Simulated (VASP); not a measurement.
The system is GaN.

```
Ga N
1.0
     3.08765    0.00000    0.00000
    -1.54383    2.67399    0.00000
     0.00000    0.00000    5.25840
Ga N
2 2
Direct
  0.33333 0.66667 0.00304
  0.66667 0.33333 0.50304
  0.33333 0.66667 0.37196
  0.66667 0.33333 0.87196
```

This cell differs from its parent crystal: epitaxial xy strain -3.0%.

Base run:

- Program: VASP 6.6.1
- Functional: r2SCAN
- Potentials or basis: VASP PAW PBE potentials, release 64 (Ga_d, N)
- Cutoff: 520 eV
- k mesh: 12 × 12 × 6
- Occupations: gaussian, width 0.01 eV
- Spin: no spin polarisation

Its results: band gap on the k mesh 2.42 eV; pressure 11.2 GPa; largest force 0.017 eV/Å.

The run is repeated on the same cell with these changes: functional from r2SCAN to PBE; occupations from gaussian, width 0.01 eV to fermi-dirac, width 0.02 eV. What comes out?

Band gap on the k mesh 2.02 eV; pressure 16.3 GPa; largest force 0.037 eV/Å.

Caveats: the cell stands under pressure; the PAW data sets were made with another functional, which shifts forces and pressure a little (at least some runs).

